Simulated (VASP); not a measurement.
# GaGe3 (Fm-3m) in VASP: notebook, part 2 of 2

VASP 6.6.1. Earlier steps stand in the parts before.

## (3) Single point, PBE

This run uses another cell than the first one, of 19.04 Å³/atom, 1.043 times its volume.

File INCAR:

```
SYSTEM = GaGe3
PREC     = Accurate       ! precision mode
ENCUT    = 520            ! plane-wave cutoff, eV
EDIFF    = 1E-7           ! SCF threshold, eV
ISMEAR   = -1             ! smearing method
SIGMA    = 0.05           ! smearing width, eV
LREAL    = .FALSE.        ! projectors in reciprocal space
LASPH    = .TRUE.         ! aspherical terms in the spheres
NELM     = 60             ! most SCF steps
ALGO     = Normal         ! electronic algorithm
ISIF     = 2              ! what is computed and relaxed
LWAVE    = .FALSE.        ! write WAVECAR
LCHARG   = .FALSE.        ! write CHGCAR
GGA      = PE             ! functional
NBANDS   = 36             ! bands
```

File KPOINTS:

```
regular mesh
0
G
  7 7 7
  0 0 0
```

File POSCAR:

```
GaGe3
1.0
    0.0000000000      3.3644336506      3.3644336506
    3.3644336506      0.0000000000      3.3644336506
    3.3644336506      3.3644336506      0.0000000000
Ge Ga
3 1
Direct
    0.5000000000      0.5000000000      0.5000000000
    0.7500000000      0.7500000000      0.7500000000
    0.2500000000      0.2500000000      0.2500000000
    0.0000000000      0.0000000000      0.0000000000
```

Potentials or basis: VASP PAW PBE potentials, release 64 (Ge_d, Ga_d).

Launch:

```sh
$ cat potpaw_PBE.64/Ge_d/POTCAR potpaw_PBE.64/Ga_d/POTCAR > POTCAR
$ mpirun -np 1 vasp_std > vasp.out
```

OUTCAR:

```text
SYSTEM = GaGe3
   PREC = Accurate
   ENCUT = 520
   EDIFF = 1E-7
   ISMEAR = -1
   LREAL = .FALSE.
   LASPH = .TRUE.
   NELM = 60
   ISIF = 2
   GGA = PE

 ion  position               nearest neighbor table
   1  0.500  0.500  0.500-   3 2.91   3 2.91   3 2.91   2 2.91   2 2.91   2 2.91   3 2.91   2 2.91

   2  0.750  0.750  0.750-   1 2.91   1 2.91   1 2.91   4 2.91   4 2.91   4 2.91   4 2.91   1 2.91

   3  0.250  0.250  0.250-   4 2.91   4 2.91   4 2.91   1 2.91   1 2.91   1 2.91   4 2.91   1 2.91

   4  0.000  0.000  0.000-   2 2.91   2 2.91   2 2.91   3 2.91   3 2.91   3 2.91   3 2.91   2 2.91

  LATTYP: Found a face centered cubic cell.
 ALAT       =     6.7288673012

  Lattice vectors:

 A1 = (   0.0000000000,   3.3644336506,   3.3644336506)
 A2 = (   3.3644336506,   0.0000000000,   3.3644336506)
 A3 = (   3.3644336506,   3.3644336506,   0.0000000000)

Analysis of symmetry for initial positions (statically):
=====================================================================
 Subroutine PRICEL returns:
 Original cell was already a primitive cell.
[... 165 lines left out ...]

  energy without entropy =      -15.51474184  energy(sigma->0) =      -15.51918764

 E-fermi :   6.3168     XC(G=0): -11.1859

 val. band max:        6.2174700194   @ k =  -0.4286   0.1429   0.0000
 cond. band min:       6.4183592690   @ k =   0.2857   0.1429   0.0000
 fundamental gap:      0.2008892496
 Fermi energy:         6.3168356166

 k-point     1 :       0.0000    0.0000    0.0000
  band No.  band energies     occupation
      1     -18.3640      2.00000
      2     -18.3640      2.00000
      3     -18.3578      2.00000
      4     -18.3578      2.00000
      5     -18.3578      2.00000
      6     -18.3361      2.00000
[... 769 lines left out ...]
     35      13.1034      0.00000
     36      13.4127      0.00000

------------------------ aborting loop because EDIFF is reached ----------------------------------------

  FORCE on cell =-STRESS in cart. coord.  units (eV):
  Direction    XX          YY          ZZ          XY          YZ          ZX
  --------------------------------------------------------------------------------------
  -------------------------------------------------------------------------------------
  Total        0.3822106      0.3822106      0.3822106      0.0000000      0.0000000      0.0000000
  in kB        8.0398400      8.0398400      8.0398400      0.0000000      0.0000000      0.0000000
  external PRESSURE =       8.0398400 kB  Pullay stress =       0.0000000 kB

 VOLUME and BASIS-vectors are now :
 -----------------------------------------------------------------------------
  energy-cutoff  :      520.00
  volume of cell :       76.17
      direct lattice vectors                 reciprocal lattice vectors
     0.000000000  3.364433651  3.364433651    -0.148613423  0.148613423  0.148613423
     3.364433651  0.000000000  3.364433651     0.148613423 -0.148613423  0.148613423
     3.364433651  3.364433651  0.000000000     0.148613423  0.148613423 -0.148613423

 POSITION                                       TOTAL-FORCE (eV/Angst)
 -----------------------------------------------------------------------------------
      3.36443      3.36443      3.36443         0.000000      0.000000     -0.000000
      5.04665      5.04665      5.04665        -0.000000     -0.000000      0.000000
      1.68222      1.68222      1.68222        -0.000000     -0.000000     -0.000000
      0.00000      0.00000      0.00000         0.000000      0.000000      0.000000
 -----------------------------------------------------------------------------------
    total drift:                                0.000000      0.000000      0.000000

  FREE ENERGIE OF THE ION-ELECTRON SYSTEM (eV)
  ---------------------------------------------------
  free  energy   TOTEN  =       -15.5236334447 eV

  energy  without entropy=      -15.5147418367  energy(sigma->0) =      -15.51918764
```

Run time: 46 s. Hardware: 1 thread of AMD EPYC 9R45 (Zen 5), shared host; peak memory 0.19 GiB.

What came out:

```yaml
Free_energy: -15.5236 eV
Pressure: 0.8 GPa
```

## (4) Single point, PBE

This run uses another cell than the first one, of 19.82 Å³/atom, 1.085 times its volume.

File INCAR:

```
SYSTEM = GaGe3
  PREC = Accurate
  ENCUT = 520
  EDIFF = 1E-6
  ISMEAR = -1
  SIGMA = 0.05
  LREAL = .FALSE.
  LASPH = .TRUE.
  NELM = 100
  ALGO = Normal
  ISIF = 2
  LWAVE = .FALSE.
  LCHARG = .FALSE.
  GGA = PE
  NBANDS = 36
```

File KPOINTS:

```
Automatic mesh
0
G
  7 7 7
  0 0 0
```

File POSCAR:

```
GaGe3
1.0
    0.0000000000      3.4095992233      3.4095992233
    3.4095992233      0.0000000000      3.4095992233
    3.4095992233      3.4095992233      0.0000000000
Ge Ga
3 1
Direct
    0.5000000000      0.5000000000      0.5000000000
    0.7500000000      0.7500000000      0.7500000000
    0.2500000000      0.2500000000      0.2500000000
    0.0000000000      0.0000000000      0.0000000000
```

Launch:

```sh
$ cat potpaw_PBE.64/Ge_d/POTCAR potpaw_PBE.64/Ga_d/POTCAR > POTCAR
$ mpirun -np 1 vasp_std > vasp.out
```

Run time: 44 s. Hardware: 1 thread of AMD EPYC 9R45 (Zen 5), shared host; peak memory 0.19 GiB.

The run converged. Its results:

* Free energy: -15.5157 eV
* Pressure: -1.5 GPa

Levels at points of the mesh, in eV from the Fermi level:
| k point | band 26 | band 27 | band 28 | band 29 | band 30 | band 31 |
| --- | --- | --- | --- | --- | --- | --- |
| (0.00, 0.00, 0.00) | -1.47 | -1.28 | -1.18 | -1.18 | -1.18 | 0.32 |

## (5) Summary

| cell | gap on the mesh (eV) | pressure (GPa) |
| --- | --- | --- |
| a = 4.692 Å, angles 60.0°, 4 atoms | none | 3.9 |
| a = 4.758 Å, angles 60.0°, 4 atoms | none | 0.8 |
| a = 4.822 Å, angles 60.0°, 4 atoms | none | -1.5 |

Alike in all rows: task single point; level PBE; potentials or basis VASP PAW PBE potentials, release 64 (Ge_d, Ga_d); no spin polarisation; k mesh 7 × 7 × 7; cutoff (eV) 520; smearing fermi-dirac 0.05 eV.

Absolute energies hang on the potentials; compare differences alone.
